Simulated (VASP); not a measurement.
Wanted: the native input for a VASP 6.6.1 run.

```yaml
Task: single point
Functional: PBE
Potentials_or_basis: VASP PAW PBE potentials, release 64 (Fe, Si)
Cutoff: 520 eV
k_mesh: 4 × 4 × 4
Occupations: gaussian, width 0.1 eV
Spin: collinear spin, ferromagnetic start
Starting_moments: "[4.0, 4.0, 4.0, 4.0, 0.0, 0.0, 0.0, 0.0] μB"
Dipole_correction: no
Further_INCAR_settings: ALGO = Normal; EDIFF = 1e-06; NBANDS = 38
```

The structure of FeSi lies in POSCAR:

```
FeSi
1.0
    4.5507000000      0.0000000000      0.0000000000
    0.0000000000      4.5507000000      0.0000000000
    0.0000000000      0.0000000000      4.5507000000
Fe Si
4 4
Direct
    0.1365200000      0.1365200000      0.1365200000
    0.3634800000      0.8634800000      0.6365200000
    0.6365200000      0.3634800000      0.8634800000
    0.8634800000      0.6365200000      0.3634800000
    0.8424000000      0.8424000000      0.8424000000
    0.6576000000      0.1576000000      0.3424000000
    0.3424000000      0.6576000000      0.1576000000
    0.1576000000      0.3424000000      0.6576000000
```

The input as run:

INCAR

```
SYSTEM = FeSi
PREC = Accurate ; ENCUT = 520
EDIFF = 1E-6 ; ISMEAR = 0
SIGMA = 0.1 ; LREAL = .False.
LASPH = .True. ; NELM = 150
ALGO = Normal ; ISIF = 2
LWAVE = .False. ; LCHARG = .False.
ISPIN = 2 ; MAGMOM = 4 4 4 4 0 0 0 0
LORBIT = 11 ; LMAXMIX = 4
GGA = PE ; NBANDS = 38
```

KPOINTS

```
Automatic mesh
0
Gamma
  4 4 4
  0 0 0
```

Potentials or basis: VASP PAW PBE potentials, release 64 (Fe, Si).

Launch:

```sh
$ cat potpaw_PBE.64/Fe/POTCAR potpaw_PBE.64/Si/POTCAR > POTCAR
$ mpirun -np 1 vasp_std > vasp.out
```

Results of the run:

```
Pressure                                              : -10.2 GPa
Largest force                                         : 0.099 eV/Å
Net moment                                            : 3.78 μB per cell
Site moments                                          : Fe +1.04; Si -0.05 μB
Valence electrons inside the program's atomic spheres : Fe 7.47; Si 1.60
```

Caveat: the moment fell far below its start of 4 μB, so a state of higher moment may lie lower in energy.

It took 38 s on 1 thread of Intel(R) Xeon(R) 6975P-C (Granite Rapids), on a shared host, peak memory 0.25 GiB.
